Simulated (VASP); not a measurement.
# Al12N in VASP: a series of runs

The runs below take Al12N through single point, with PBE.

All numbers are computed with VASP 6.6.1; they aren't measurements. Logs are shortened: lines on timing, memory, paths and dates and some standing lists are left out, and cuts for length are marked.

### Step 1. The cell of the first run

The cell holds a slab with vacuum, 13 atoms: a = 5.714 Å, b = 5.714 Å, c = 19.675 Å, α = 90.00°, β = 90.00°, γ = 90.00°.

### Step 2. Single point, PBE

Contents of INCAR:

```
SYSTEM = Al12N
PREC     = Accurate       ! precision mode
ENCUT    = 520            ! plane-wave cutoff, eV
EDIFF    = 1E-6           ! SCF threshold, eV
ISMEAR   = 0              ! smearing method
SIGMA    = 0.1            ! smearing width, eV
LREAL    = .False.        ! projectors in reciprocal space
LASPH    = .True.         ! aspherical terms in the spheres
NELM     = 80             ! most SCF steps
ALGO     = Normal         ! electronic algorithm
ISIF     = 2              ! what is computed and relaxed
LWAVE    = .False.        ! write WAVECAR
LCHARG   = .True.         ! write CHGCAR
LDIPOL   = .True.       
IDIPOL   = 3            
DIPOL    = 0.5 0.5 0.324
GGA      = PE             ! functional
LELF     = .True.         ! ELF
LVHAR    = .True.       
LVACPOTAV= .True.       
NBANDS   = 32             ! bands
```

Contents of KPOINTS:

```
regular mesh
0
Gamma
  5 5 1
  0 0 0
```

Contents of POSCAR:

```
Al12N
1.0
    5.7143028096      0.0000000000      0.0000000000
    0.0000000000      5.7143028096      0.0000000000
    0.0000000000      0.0000000000     19.6750228481
Al N
12 1
Direct
    0.2500000000      0.2500000000      0.2033034488
    0.2500000000      0.7500000000      0.2033034488
    0.7500000000      0.2500000000      0.2033034488
    0.7500000000      0.7500000000      0.2033034488
    0.0000000000      0.0000000000      0.3092772432
    0.0000000000      0.5000000000      0.3092772432
    0.5000000000      0.0000000000      0.3092772432
    0.5000000000      0.5000000000      0.3092772432
    0.2500000000      0.2500000000      0.4155025847
    0.2500000000      0.7500000000      0.4155025847
    0.7500000000      0.2500000000      0.4155025847
    0.7500000000      0.7500000000      0.4155025847
    0.2500000000      0.3333333333      0.5009193172
```

Potentials or basis: VASP PAW PBE potentials, release 64 (Al, N).

On the command line:

```sh
$ cat potpaw_PBE.64/Al/POTCAR potpaw_PBE.64/N/POTCAR > POTCAR
$ mpirun -np 1 vasp_std > vasp.out
```

OUTCAR:

```text
SYSTEM = Al12N
   PREC = Accurate
   ENCUT = 520
   EDIFF = 1E-6
   ISMEAR = 0
   LREAL = .False.
   LASPH = .True.
   NELM = 80
   ISIF = 2
   GGA = PE

 ion  position               nearest neighbor table
   1  0.250  0.250  0.203-   2 2.86   3 2.86   2 2.86   3 2.86   7 2.90   8 2.90   5 2.90   6 2.90

   2  0.250  0.750  0.203-   1 2.86   4 2.86   1 2.86   4 2.86   7 2.90   8 2.90   5 2.90   6 2.90

   3  0.750  0.250  0.203-   1 2.86   4 2.86   4 2.86   1 2.86   7 2.90   8 2.90   5 2.90   6 2.90
[... 15 lines left out ...]
  11  0.750  0.250  0.416-   9 2.86  12 2.86  12 2.86   9 2.86   5 2.91   6 2.91   7 2.91   8 2.91

  12  0.750  0.750  0.416-  10 2.86  11 2.86  11 2.86  10 2.86   5 2.91   6 2.91   7 2.91   8 2.91

  13  0.250  0.333  0.501-   9 1.75

  LATTYP: Found a simple tetragonal cell.
 ALAT       =     5.7143028096
 C/A-ratio  =     3.4431186977

  Lattice vectors:

 A1 = (   5.7143028096,   0.0000000000,   0.0000000000)
 A2 = (   0.0000000000,   5.7143028096,   0.0000000000)
 A3 = (   0.0000000000,   0.0000000000,  19.6750228481)

Analysis of symmetry for initial positions (statically):
=====================================================================
 Subroutine PRICEL returns:
 Original cell was already a primitive cell.

 Routine SETGRP: Setting up the symmetry group for a
 simple tetragonal supercell.

 Subroutine GETGRP returns: Found  2 space group operations
 (whereof  1 operations were pure point group operations)
 out of a pool of 16 trial point group operations.

The static configuration has the point symmetry C_1 .
 The point group associated with its full space group is C_1h.

Analysis of symmetry for dynamics (positions and initial velocities):
=====================================================================
 Subroutine PRICEL returns:
 Original cell was already a primitive cell.

 Routine SETGRP: Setting up the symmetry group for a
 simple tetragonal supercell.

 Subroutine GETGRP returns: Found  2 space group operations
 (whereof  1 operations were pure point group operations)
 out of a pool of 16 trial point group operations.

The dynamic configuration has the point symmetry C_1 .
 The point group associated with its full space group is C_1h.

 Subroutine INISYM returns: Found  2 space group operations
 (whereof  1 operations are pure point group operations),
 and found     1 'primitive' translations

----------------------------------------------------------------------------------------

                                     Primitive cell

  volume of cell :     642.4536

  direct lattice vectors                    reciprocal lattice vectors
     5.714302810  0.000000000  0.000000000     0.174999476  0.000000000  0.000000000
     0.000000000  5.714302810  0.000000000     0.000000000  0.174999476  0.000000000
     0.000000000  0.000000000 19.675022848     0.000000000  0.000000000  0.050825862

  length of vectors
     5.714302810  5.714302810 19.675022848     0.174999476  0.174999476  0.050825862

  position of ions in fractional coordinates (direct lattice)
     0.250000000  0.250000000  0.203303449
     0.250000000  0.750000000  0.203303449
     0.750000000  0.250000000  0.203303449
     0.750000000  0.750000000  0.203303449
     0.000000000  0.000000000  0.309277243
     0.000000000  0.500000000  0.309277243
     0.500000000  0.000000000  0.309277243
     0.500000000  0.500000000  0.309277243
     0.250000000  0.250000000  0.415502585
     0.250000000  0.750000000  0.415502585
     0.750000000  0.250000000  0.415502585
     0.750000000  0.750000000  0.415502585
     0.250000000  0.333333333  0.500919317

  ion indices of the primitive-cell ions
   primitive index   ion index
                 1           1
                 2           2
                 3           3
                 4           4
                 5           5
                 6           6
                 7           7
                 8           8
                 9           9
                10          10
                11          11
                12          12
                13          13

----------------------------------------------------------------------------------------

 KPOINTS: regular mesh

Automatic generation of k-mesh.
 Grid dimensions read from file:
 generate k-points for:    5    5    1

 Generating k-lattice:

  Cartesian coordinates                     Fractional coordinates (reciprocal lattice)
     0.034999895  0.000000000  0.000000000     0.200000000  0.000000000  0.000000000
     0.000000000  0.034999895  0.000000000     0.000000000  0.200000000  0.000000000
     0.000000000  0.000000000  0.050825862     0.000000000  0.000000000  1.000000000

  Length of vectors
     0.034999895  0.034999895  0.050825862

  Shift w.r.t. Gamma in fractional coordinates (k-lattice)
     0.000000000  0.000000000  0.000000000

 Subroutine IBZKPT returns following result:
 ===========================================

 Found      9 irreducible k-points:

 Following reciprocal coordinates:
            Coordinates               Weight
  0.000000  0.000000  0.000000      1.000000
  0.200000  0.000000  0.000000      2.000000
  0.000000  0.200000  0.000000      2.000000
  0.400000  0.000000  0.000000      2.000000
  0.000000  0.400000  0.000000      2.000000
  0.200000  0.200000  0.000000      4.000000
  0.400000  0.200000  0.000000      4.000000
 -0.200000  0.400000  0.000000      4.000000
  0.400000  0.400000  0.000000      4.000000
   k-points           NKPTS =      9   k-points in BZ     NKDIM =      9   number of bands    NBANDS=     32
   number of dos      NEDOS =    301   number of ions     NIONS =     13
   total plane-waves  NPLWV = 264600
   dimension x,y,z NGX =    42 NGY =   42 NGZ =  150
   dimension x,y,z NGXF=    84 NGYF=   84 NGZF=  300
   ions per type =              12   1
   NGX,Y,Z   is equivalent  to a cutoff of  12.22, 12.22, 12.67 a.u.
   NGXF,Y,Z  is equivalent  to a cutoff of  24.44, 24.44, 25.35 a.u.
 SYSTEM =  Al12N
   PREC   = accura    normal or accurate (medium, high low for compatibility)
   ISTART =      0    job   : 0-new  1-cont  2-samecut
   ICHARG =      2    charge: 1-file 2-atom 10-const
   ISPIN  =      1    spin polarized calculation?
   LNONCOLLINEAR =      F non collinear calculations
   LSORBIT =      F    spin-orbit coupling
   LASPH  =      T    aspherical Exc in radial PAW
   ENCUT  =  520.0 eV  38.22 Ry    6.18 a.u.  10.62 10.62 36.58*2*pi/ulx,y,z
   NELM   =     80;   NELMIN=  2; NELMDL= -5     # of ELM steps
   EDIFF  = 0.1E-05   stopping-criterion for ELM
   LREAL  =      F    real-space projection
   EDIFFG = 0.1E-04   stopping-criterion for IOM
   NSW    =      0    number of steps for IOM
   IBRION =     -1    ionic relax: 0-MD 1-quasi-New 2-CG
   NFREE  =      0    steps in history (QN), initial steepest desc. (CG)
   ISIF   =      2    stress and relaxation
   ISYM   =      2    0-nonsym 1-usesym 2-fastsym
   POTIM  = 0.5000    time-step for ionic-motion
   TEBEG  =    0.0;   TEEND  =   0.0 temperature during run
   PSTRESS=    0.0 pullay stress
   NELECT =      41.0000    total number of electrons
   NUPDOWN=      -1.0000    fix difference up-down
   EMIN   =  10.00;   EMAX   =-10.00  energy-range for DOS
   EFERMI =   0.00;   METHOD = LEGACY
   ISMEAR =     0;   SIGMA  =   0.10  broadening in eV -4-tet -1-fermi 0-gaus
   EFERMI_NEDOS =   21; number of points for ismear=-14 and -15
   IALGO  =     38    algorithm
   IMIX   =      4    mixing-type and parameters
     AMIX     =   0.40;   BMIX     =  1.00
     AMIX_MAG =   1.60;   BMIX_MAG =  1.00
  volume/ion in A,a.u.               =      49.42       333.50
  Fermi-wavevector in a.u.,A,eV,Ry     =   0.654218  1.236292  5.823302  0.428001
  Thomas-Fermi vector in A             =   1.724706
   LORBIT       =      0    0 simple, 1 ext, 2 COOP (PROOUT), +10 PAW based schemes
   GGA     = PE    functional components
   LHFCALC =     F    Hartree Fock is set to
   AEXX    =    0.0000 exact exchange contribution
   IVDW    =     0    specifies the selected vdW correction
   LEPSILON=     F    determine dielectric tensor
   LRPA    =     F    only Hartree local field effects (RPA)
 non-spin polarized calculation
 Gauss-broadening in eV      SIGMA  =   0.10
  energy-cutoff  :      520.00
  volume of cell :      642.45
 maximum number of plane-waves:     17320
   NGX = 21   NGY = 21   NGZ = 73

 dipolmoment           0.000000      0.000000     -0.087351 electrons x Angstroem

 number of electron      41.0000000 magnetization

 dipolmoment           0.000000      0.000000      0.351131 electrons x Angstroem

 Free energy of the ion-electron system (eV)
  ---------------------------------------------------
  ext. energy  EPLUGINS =         0.00000000
  ---------------------------------------------------
  free energy    TOTEN  =       -46.75118094 eV

  energy without entropy =      -46.71505756  energy(sigma->0) =      -46.73311925

 E-fermi :  -0.9896     XC(G=0):  -4.3270

 val. band max:       -1.0169055060   @ k =   0.0000   0.0000   0.0000
 cond. band min:      -0.9860517303   @ k =   0.4000   0.2000   0.0000
 fundamental gap:      0.0308537757
 Fermi energy:        -0.9896046901

 k-point     1 :       0.0000    0.0000    0.0000
  band No.  band energies     occupation
      1     -13.4535      2.00000
      2     -11.0782      2.00000
      3      -8.8771      2.00000
      4      -6.7506      2.00000
      5      -6.7100      2.00000
      6      -6.6366      2.00000
[... 304 lines left out ...]
     31       1.9391      0.00000
     32       2.0996      0.00000

------------------------ aborting loop because EDIFF is reached ----------------------------------------

  FORCE on cell =-STRESS in cart. coord.  units (eV):
  Direction    XX          YY          ZZ          XY          YZ          ZX
  --------------------------------------------------------------------------------------
  -------------------------------------------------------------------------------------
  Total       -7.6897489     -8.7305059     -0.8367362      0.0000000      1.3472477      0.0000000
  in kB      -19.1770145    -21.7724973     -2.0866875      0.0000000      3.3598222      0.0000000
  external PRESSURE =     -14.3453997 kB  Pullay stress =       0.0000000 kB

 VOLUME and BASIS-vectors are now :
 -----------------------------------------------------------------------------
  energy-cutoff  :      520.00
  volume of cell :      642.45
      direct lattice vectors                 reciprocal lattice vectors
     5.714302810  0.000000000  0.000000000     0.174999476  0.000000000  0.000000000
     0.000000000  5.714302810  0.000000000     0.000000000  0.174999476  0.000000000
     0.000000000  0.000000000 19.675022848     0.000000000  0.000000000  0.050825862

 POSITION                                       TOTAL-FORCE (eV/Angst)
 -----------------------------------------------------------------------------------
      1.42858      1.42858      4.00000         0.000000      0.005161      0.011945
      1.42858      4.28573      4.00000         0.000000      0.056842      0.028199
      4.28573      1.42858      4.00000         0.000000      0.087772      0.030155
      4.28573      4.28573      4.00000         0.000000     -0.071303      0.110659
      0.00000      0.00000      6.08504         0.010002      0.041913      0.030129
      0.00000      2.85715      6.08504         0.059288     -0.033425      0.010070
      2.85715      0.00000      6.08504        -0.010002      0.041913      0.030129
      2.85715      2.85715      6.08504        -0.059288     -0.033425      0.010070
      1.42858      1.42858      8.17502         0.000000     -0.492718     -1.174367
      1.42858      4.28573      8.17502         0.000000     -0.745246      0.572922
      4.28573      1.42858      8.17502         0.000000      0.071964      0.294424
      4.28573      4.28573      8.17502         0.000000      0.052928     -0.009662
      1.42858      1.90477      9.85560         0.000000      1.017623      0.055327
 -----------------------------------------------------------------------------------
    total drift:                                0.000000     -0.000043      0.000408

  FREE ENERGIE OF THE ION-ELECTRON SYSTEM (eV)
  ---------------------------------------------------
  free  energy   TOTEN  =       -46.7511809432 eV

  energy  without entropy=      -46.7150575606  energy(sigma->0) =      -46.73311925

 vacuum level on the upper side and lower side of the slab         5.282         3.336
```

Run time: 7.3 min. Hardware: 1 thread of Intel Xeon Platinum 8488C (Sapphire Rapids), shared host; peak memory 0.63 GiB.

What came out:

```yaml
Free_energy: -46.7512 eV
Largest_force: 1.274 eV/Å
```

Forces in eV/Å, atoms in the order of the input:
```
Al   0.000  0.005  0.012
Al   0.000  0.057  0.028
Al   0.000  0.088  0.030
Al   0.000 -0.071  0.111
Al   0.010  0.042  0.030
Al   0.059 -0.033  0.010
Al  -0.010  0.042  0.030
Al  -0.059 -0.033  0.010
Al   0.000 -0.493 -1.174
Al   0.000 -0.745  0.573
Al   0.000  0.072  0.294
Al   0.000  0.053 -0.010
N    0.000  1.018  0.055
```

### Step 3. Single point, PBE

Contents of INCAR:

```
ALGO = Normal
DIPOL = 0.5 0.5 0.320
EDIFF = 1E-6
ENCUT = 520
GGA = PE
IDIPOL = 3
ISIF = 2
ISMEAR = 0
LASPH = T
LCHARG = F
LDIPOL = T
LREAL = F
LWAVE = F
NBANDS = 32
NELM = 60
PREC = Accurate
SIGMA = 0.1
```

Contents of KPOINTS:

```
k-points
0
Gamma
  5 5 1
```

POSCAR, as its differences from that of step 2:

```diff
@@ -20,2 +20,2 @@
     0.7500000000      0.7500000000      0.4155025847
-    0.2500000000      0.3333333333      0.5009193172
+    0.4166666667      0.5000000000      0.4440339392
```

Potentials or basis: VASP PAW PBE potentials, release 64 (Al, N).

On the command line:

```sh
$ cat potpaw_PBE.64/Al/POTCAR potpaw_PBE.64/N/POTCAR > POTCAR
$ mpirun -np 1 vasp_std > vasp.out
```

Run time: 8.4 min. Hardware: 1 thread of Intel Xeon Platinum 8488C (Sapphire Rapids), shared host; peak memory 0.62 GiB.

Results (log left out):

| Item | Value |
| --- | --- |
| Free energy | -49.4165 eV |
| Largest force | 1.696 eV/Å |

Forces in eV/Å, atoms in the order of the input:
```
Al  -0.076 -0.081  0.119
Al  -0.076  0.081  0.119
Al   0.083 -0.100  0.011
Al   0.083  0.100  0.011
Al  -0.017  0.000 -0.247
Al  -0.278  0.000 -0.154
Al   0.174  0.000  0.075
Al   0.147  0.000 -0.069
Al  -0.827 -1.100 -0.034
Al  -0.827  1.100 -0.034
Al  -0.041 -0.023  0.104
Al  -0.041  0.023  0.104
N    1.696  0.000 -0.005
```

Levels at points of the mesh, in eV from the Fermi level:
| k point | band 17 | band 18 | band 19 | band 20 | band 21 | band 22 | band 23 | band 24 |
| --- | --- | --- | --- | --- | --- | --- | --- | --- |
| (0.00, 0.00, 0.00) | -1.77 | -1.16 | -0.91 | -0.62 | -0.52 | -0.28 | -0.16 | 0.57 |

### Step 4. Single point, PBE

Contents of INCAR:

```
SYSTEM = Al12N
PREC = Accurate
ENCUT = 520
EDIFF = 1E-7
ISMEAR = 0
SIGMA = 0.1
LREAL = .FALSE.
LASPH = .TRUE.
NELM = 100
ALGO = Normal
ISIF = 2
LWAVE = .FALSE.
LCHARG = .FALSE.
LDIPOL = .TRUE.
IDIPOL = 3
DIPOL = 0.5 0.5 0.321
GGA = PE
NBANDS = 32
```

Contents of KPOINTS:

```
regular mesh
0
G
  5 5 1
  0 0 0
```

POSCAR, as its differences from that of step 3:

```diff
@@ -20,2 +20,2 @@
     0.7500000000      0.7500000000      0.4155025847
-    0.4166666667      0.5000000000      0.4440339392
+    0.3333333333      0.5000000000      0.4652861768
```

On the command line:

```sh
$ cat potpaw_PBE.64/Al/POTCAR potpaw_PBE.64/N/POTCAR > POTCAR
$ mpirun -np 1 vasp_std > vasp.out
```

It took 7.7 min on 1 thread of Intel Xeon Platinum 8488C (Sapphire Rapids), shared host; peak memory 0.63 GiB.

It converged, with:

| Quantity | Value |
| --- | --- |
| Free energy | -48.8880 eV |
| Largest force | 0.636 eV/Å |

Forces on the atoms (eV/Å):
```
Al  -0.008 -0.153  0.083
Al  -0.008  0.153  0.083
Al   0.018  0.014  0.010
Al   0.018 -0.014  0.010
Al  -0.067  0.000 -0.094
Al  -0.199  0.000 -0.175
Al   0.133  0.000  0.105
Al   0.170  0.000 -0.209
Al  -0.309 -0.462  0.134
Al  -0.309  0.462  0.134
Al  -0.038 -0.082 -0.048
Al  -0.038  0.082 -0.048
N    0.636  0.000  0.015
```

Levels at points of the mesh, in eV from the Fermi level:
| k point | band 16 | band 17 | band 18 | band 19 | band 20 | band 21 | band 22 | band 23 | band 24 | band 25 |
| --- | --- | --- | --- | --- | --- | --- | --- | --- | --- | --- |
| (0.00, 0.00, 0.00) | -1.75 | -1.54 | -1.05 | -0.80 | -0.51 | -0.34 | -0.23 | -0.04 | 0.20 | 0.74 |
